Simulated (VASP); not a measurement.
# Cd4S (Im-3m) in VASP: further runs

Runs on Cd4S. Level: PBE. Tasks: single point.

Everything below comes from runs of VASP 6.6.1. Logs are shortened: lines on timing, memory, paths and dates and some standing lists are left out, and cuts for length are marked.

**1. The cell of the first run**

It takes space group Im-3m (No. 229, cubic). Conventional cell: a = 6.122 Å, b = 6.122 Å, c = 6.122 Å, α = 90.00°, β = 90.00°, γ = 90.00°. Cd (site symmetry -3m) has 2 S at 2.65 Å and 6 Cd at 3.06 Å within 3.5 Å. Within 3.5 Å of S (site symmetry m-3m) lie 8 Cd at 2.65 Å.

The cell was built from a structure type or drawn by symmetry, and may not be a known phase.

**2. Single point, PBE**

File INCAR:

```
SYSTEM = Cd4S
PREC     = Accurate       ! precision mode
ENCUT    = 520            ! plane-wave cutoff, eV
EDIFF    = 1E-6           ! SCF threshold, eV
ISMEAR   = 0              ! smearing method
SIGMA    = 0.1            ! smearing width, eV
LREAL    = .FALSE.        ! projectors in reciprocal space
LASPH    = .TRUE.         ! aspherical terms in the spheres
NELM     = 100            ! most SCF steps
ALGO     = Normal         ! electronic algorithm
ISIF     = 2              ! what is computed and relaxed
LWAVE    = .FALSE.        ! write WAVECAR
LCHARG   = .FALSE.        ! write CHGCAR
GGA      = PE             ! functional
NBANDS   = 35             ! bands
```

File KPOINTS:

```
regular mesh
0
G
  4 4 4
  0 0 0
```

File POSCAR:

```
Cd4S
1.0
   -3.0609502500      3.0609502500      3.0609502500
    3.0609502500     -3.0609502500      3.0609502500
    3.0609502500      3.0609502500     -3.0609502500
Cd S
4 1
Direct
    0.5000000000      0.5000000000      0.5000000000
    0.5000000000      0.0000000000      0.0000000000
    0.0000000000      0.0000000000      0.5000000000
    0.0000000000      0.5000000000      0.0000000000
    0.0000000000      0.0000000000      0.0000000000
```

Potentials or basis: VASP PAW PBE potentials, release 64 (Cd, S).

On the command line:

```sh
$ cat potpaw_PBE.64/Cd/POTCAR potpaw_PBE.64/S/POTCAR > POTCAR
$ mpirun -np 1 vasp_std > vasp.out
```

OUTCAR:

```text
SYSTEM = Cd4S
   PREC = Accurate
   ENCUT = 520
   EDIFF = 1E-6
   ISMEAR = 0
   LREAL = .FALSE.
   LASPH = .TRUE.
   NELM = 100
   ISIF = 2
   GGA = PE

 ion  position               nearest neighbor table
   1  0.500  0.500  0.500-   5 2.65   5 2.65   4 3.06   2 3.06   2 3.06   4 3.06   3 3.06   3 3.06

   2  0.500  0.000  0.000-   5 2.65   5 2.65   4 3.06   1 3.06   1 3.06   3 3.06   3 3.06   4 3.06

   3  0.000  0.000  0.500-   5 2.65   5 2.65   4 3.06   1 3.06   2 3.06   4 3.06   2 3.06   1 3.06

   4  0.000  0.500  0.000-   5 2.65   5 2.65   3 3.06   1 3.06   2 3.06   3 3.06   1 3.06   2 3.06

   5  0.000  0.000  0.000-   1 2.65   2 2.65   3 2.65   4 2.65   3 2.65   4 2.65   2 2.65   1 2.65

  LATTYP: Found a body centered cubic cell.
 ALAT       =     6.1219005000

  Lattice vectors:

 A1 = (  -3.0609502500,   3.0609502500,   3.0609502500)
 A2 = (   3.0609502500,  -3.0609502500,   3.0609502500)
 A3 = (   3.0609502500,   3.0609502500,  -3.0609502500)

Analysis of symmetry for initial positions (statically):
=====================================================================
 Subroutine PRICEL returns:
 Original cell was already a primitive cell.

 Routine SETGRP: Setting up the symmetry group for a
 body centered cubic supercell.

 Subroutine GETGRP returns: Found 48 space group operations
 (whereof 48 operations were pure point group operations)
 out of a pool of 48 trial point group operations.

The static configuration has the point symmetry O_h .

Analysis of symmetry for dynamics (positions and initial velocities):
=====================================================================
 Subroutine PRICEL returns:
 Original cell was already a primitive cell.

 Routine SETGRP: Setting up the symmetry group for a
 body centered cubic supercell.

 Subroutine GETGRP returns: Found 48 space group operations
 (whereof 48 operations were pure point group operations)
 out of a pool of 48 trial point group operations.

The dynamic configuration has the point symmetry O_h .

 Subroutine INISYM returns: Found 48 space group operations
 (whereof 48 operations are pure point group operations),
 and found     1 'primitive' translations

----------------------------------------------------------------------------------------

                                     Primitive cell

  volume of cell :     114.7173

  direct lattice vectors                    reciprocal lattice vectors
    -3.060950250  3.060950250  3.060950250     0.000000000  0.163347967  0.163347967
     3.060950250 -3.060950250  3.060950250     0.163347967  0.000000000  0.163347967
     3.060950250  3.060950250 -3.060950250     0.163347967  0.163347967  0.000000000

  length of vectors
     5.301721352  5.301721352  5.301721352     0.231008910  0.231008910  0.231008910

  position of ions in fractional coordinates (direct lattice)
     0.500000000  0.500000000  0.500000000
     0.500000000  0.000000000  0.000000000
     0.000000000  0.000000000  0.500000000
     0.000000000  0.500000000  0.000000000
     0.000000000  0.000000000  0.000000000

  ion indices of the primitive-cell ions
   primitive index   ion index
                 1           1
                 2           2
                 3           3
                 4           4
                 5           5

----------------------------------------------------------------------------------------

 KPOINTS: regular mesh

Automatic generation of k-mesh.
 Grid dimensions read from file:
 generate k-points for:    4    4    4

 Generating k-lattice:

  Cartesian coordinates                     Fractional coordinates (reciprocal lattice)
     0.000000000  0.040836992  0.040836992     0.250000000  0.000000000  0.000000000
     0.040836992  0.000000000  0.040836992     0.000000000  0.250000000  0.000000000
     0.040836992  0.040836992  0.000000000     0.000000000  0.000000000  0.250000000

  Length of vectors
     0.057752228  0.057752228  0.057752228

  Shift w.r.t. Gamma in fractional coordinates (k-lattice)
     0.000000000  0.000000000  0.000000000

 Subroutine IBZKPT returns following result:
 ===========================================

 Found      8 irreducible k-points:

 Following reciprocal coordinates:
            Coordinates               Weight
  0.000000  0.000000  0.000000      1.000000
  0.250000  0.000000  0.000000     12.000000
  0.500000  0.000000  0.000000      6.000000
  0.250000  0.250000  0.000000     24.000000
  0.250000  0.250000  0.250000      2.000000
 -0.250000  0.250000  0.250000      6.000000
  0.500000  0.500000  0.250000     12.000000
  0.500000  0.500000  0.500000      1.000000
   k-points           NKPTS =      8   k-points in BZ     NKDIM =      8   number of bands    NBANDS=     35
   number of dos      NEDOS =    301   number of ions     NIONS =      5
   total plane-waves  NPLWV =  64000
   dimension x,y,z NGX =    40 NGY =   40 NGZ =   40
   dimension x,y,z NGXF=    80 NGYF=   80 NGZF=   80
   ions per type =               4   1
   NGX,Y,Z   is equivalent  to a cutoff of  12.54, 12.54, 12.54 a.u.
   NGXF,Y,Z  is equivalent  to a cutoff of  25.09, 25.09, 25.09 a.u.
 SYSTEM =  Cd4S
   PREC   = accura    normal or accurate (medium, high low for compatibility)
   ISTART =      0    job   : 0-new  1-cont  2-samecut
   ICHARG =      2    charge: 1-file 2-atom 10-const
   ISPIN  =      1    spin polarized calculation?
   LNONCOLLINEAR =      F non collinear calculations
   LSORBIT =      F    spin-orbit coupling
   LASPH  =      T    aspherical Exc in radial PAW
   ENCUT  =  520.0 eV  38.22 Ry    6.18 a.u.   9.86  9.86  9.86*2*pi/ulx,y,z
   NELM   =    100;   NELMIN=  2; NELMDL= -5     # of ELM steps
   EDIFF  = 0.1E-05   stopping-criterion for ELM
   LREAL  =      F    real-space projection
   EDIFFG = 0.1E-04   stopping-criterion for IOM
   NSW    =      0    number of steps for IOM
   IBRION =     -1    ionic relax: 0-MD 1-quasi-New 2-CG
   NFREE  =      0    steps in history (QN), initial steepest desc. (CG)
   ISIF   =      2    stress and relaxation
   ISYM   =      2    0-nonsym 1-usesym 2-fastsym
   POTIM  = 0.5000    time-step for ionic-motion
   TEBEG  =    0.0;   TEEND  =   0.0 temperature during run
   PSTRESS=    0.0 pullay stress
   NELECT =      54.0000    total number of electrons
   NUPDOWN=      -1.0000    fix difference up-down
   EMIN   =  10.00;   EMAX   =-10.00  energy-range for DOS
   EFERMI =   0.00;   METHOD = LEGACY
   ISMEAR =     0;   SIGMA  =   0.10  broadening in eV -4-tet -1-fermi 0-gaus
   EFERMI_NEDOS =   21; number of points for ismear=-14 and -15
   IALGO  =     38    algorithm
   IMIX   =      4    mixing-type and parameters
     AMIX     =   0.40;   BMIX     =  1.00
     AMIX_MAG =   1.60;   BMIX_MAG =  1.00
  volume/ion in A,a.u.               =      22.94       154.83
  Fermi-wavevector in a.u.,A,eV,Ry     =   1.273493  2.406552 22.065709  1.621784
  Thomas-Fermi vector in A             =   2.406313
   LORBIT       =      0    0 simple, 1 ext, 2 COOP (PROOUT), +10 PAW based schemes
   GGA     = PE    functional components
   LHFCALC =     F    Hartree Fock is set to
   AEXX    =    0.0000 exact exchange contribution
   IVDW    =     0    specifies the selected vdW correction
   LEPSILON=     F    determine dielectric tensor
   LRPA    =     F    only Hartree local field effects (RPA)
 non-spin polarized calculation
 Gauss-broadening in eV      SIGMA  =   0.10
  energy-cutoff  :      520.00
  volume of cell :      114.72
 maximum number of plane-waves:      3132
   NGX = 19   NGY = 19   NGZ = 19

 number of electron      53.9999972 magnetization

 Free energy of the ion-electron system (eV)
  ---------------------------------------------------
  ext. energy  EPLUGINS =         0.00000000
  ---------------------------------------------------
  free energy    TOTEN  =        -5.83575360 eV

  energy without entropy =       -5.81559382  energy(sigma->0) =       -5.82567371

 E-fermi :   2.3985     XC(G=0): -10.2983

 val. band max:        2.3688890699   @ k =  -0.2500   0.2500   0.2500
 cond. band min:       2.4123576424   @ k =   0.5000   0.5000   0.2500
 fundamental gap:      0.0434685725
 Fermi energy:         2.3984754405

 k-point     1 :       0.0000    0.0000    0.0000
  band No.  band energies     occupation
      1     -12.0118      2.00000
      2      -6.7517      2.00000
      3      -6.7517      2.00000
      4      -6.4881      2.00000
      5      -6.4881      2.00000
      6      -6.3744      2.00000
[... 27 lines left out ...]
     34       8.3008      0.00000
     35       8.3008      0.00000

 k-point     2 :       0.2500    0.0000    0.0000
  band No.  band energies     occupation
      1     -11.8495      2.00000
      2      -6.6880      2.00000
      3      -6.6071      2.00000
      4      -6.4968      2.00000
      5      -6.3887      2.00000
      6      -6.3651      2.00000
[... 27 lines left out ...]
     34       8.5064      0.00000
     35       8.6416      0.00000

 k-point     3 :       0.5000    0.0000    0.0000
  band No.  band energies     occupation
      1     -11.6665      2.00000
      2      -6.8614      2.00000
      3      -6.5301      2.00000
      4      -6.4283      2.00000
      5      -6.3928      2.00000
      6      -6.3173      2.00000
[... 27 lines left out ...]
     34       7.9815      0.00000
     35       9.7968      0.00000

 k-point     4 :       0.2500    0.2500    0.0000
  band No.  band energies     occupation
      1     -11.6681      2.00000
      2      -6.7242      2.00000
      3      -6.5764      2.00000
      4      -6.4608      2.00000
      5      -6.4006      2.00000
      6      -6.2976      2.00000
[... 27 lines left out ...]
     34       8.6091      0.00000
     35       9.8236      0.00000

 k-point     5 :       0.2500    0.2500    0.2500
  band No.  band energies     occupation
      1     -11.6570      2.00000
      2      -6.4706      2.00000
      3      -6.4706      2.00000
      4      -6.4706      2.00000
      5      -6.1076      2.00000
      6      -6.1076      2.00000
[... 27 lines left out ...]
     34       8.2608      0.00000
     35       8.2608      0.00000

 k-point     6 :      -0.2500    0.2500    0.2500
  band No.  band energies     occupation
      1     -11.6823      2.00000
      2      -6.6832      2.00000
      3      -6.6130      2.00000
      4      -6.6130      2.00000
      5      -6.6028      2.00000
      6      -6.3626      2.00000
[... 27 lines left out ...]
     34       9.2382      0.00000
     35       9.2382      0.00000

 k-point     7 :       0.5000    0.5000    0.2500
  band No.  band energies     occupation
      1     -11.4920      2.00000
      2      -6.9463      2.00000
      3      -6.7837      2.00000
      4      -6.6198      2.00000
      5      -6.5660      2.00000
      6      -6.5516      2.00000
[... 27 lines left out ...]
     34      10.3861      0.00000
     35      10.8564      0.00000

 k-point     8 :       0.5000    0.5000    0.5000
  band No.  band energies     occupation
      1     -11.2906      2.00000
      2      -7.0345      2.00000
      3      -7.0345      2.00000
      4      -7.0345      2.00000
      5      -6.6210      2.00000
      6      -6.6210      2.00000
[... 27 lines left out ...]
     34       8.5318      0.00000
     35      12.2982      0.00000

------------------------ aborting loop because EDIFF is reached ----------------------------------------

  FORCE on cell =-STRESS in cart. coord.  units (eV):
  Direction    XX          YY          ZZ          XY          YZ          ZX
  --------------------------------------------------------------------------------------
  -------------------------------------------------------------------------------------
  Total        5.1288729      5.1288729      5.1288729     -0.0000000     -0.0000000      0.0000000
  in kB       71.6314453     71.6314453     71.6314453     -0.0000000     -0.0000000      0.0000000
  external PRESSURE =      71.6314453 kB  Pullay stress =       0.0000000 kB

 VOLUME and BASIS-vectors are now :
 -----------------------------------------------------------------------------
  energy-cutoff  :      520.00
  volume of cell :      114.72
      direct lattice vectors                 reciprocal lattice vectors
    -3.060950250  3.060950250  3.060950250     0.000000000  0.163347967  0.163347967
     3.060950250 -3.060950250  3.060950250     0.163347967  0.000000000  0.163347967
     3.060950250  3.060950250 -3.060950250     0.163347967  0.163347967  0.000000000

 POSITION                                       TOTAL-FORCE (eV/Angst)
 -----------------------------------------------------------------------------------
      1.53048      1.53048      1.53048         0.000000      0.000000      0.000000
     -1.53048      1.53048      1.53048         0.000000      0.000000     -0.000000
      1.53048      1.53048     -1.53048         0.000000     -0.000000      0.000000
      1.53048     -1.53048      1.53048        -0.000000     -0.000000     -0.000000
      0.00000      0.00000      0.00000         0.000000     -0.000000      0.000000
 -----------------------------------------------------------------------------------
    total drift:                                0.000000     -0.000000      0.000000

  FREE ENERGIE OF THE ION-ELECTRON SYSTEM (eV)
  ---------------------------------------------------
  free  energy   TOTEN  =        -5.8357535964 eV

  energy  without entropy=       -5.8155938230  energy(sigma->0) =       -5.82567371
```

Run time: 45 s. Hardware: 1 thread of Intel Xeon 8259CL, shared host; peak memory 0.24 GiB.

Results:

| Item | Value |
| --- | --- |
| Free energy | -5.8358 eV |
| Pressure | 7.2 GPa |
| Band gap on the k mesh | zero (bands 27 and 28 overlap by 2.40 eV) |

Caveat: the k points lie up to 0.36 Å⁻¹ apart, too coarse for converged energies and pressures of a metal.

[end of part 1 of 2]
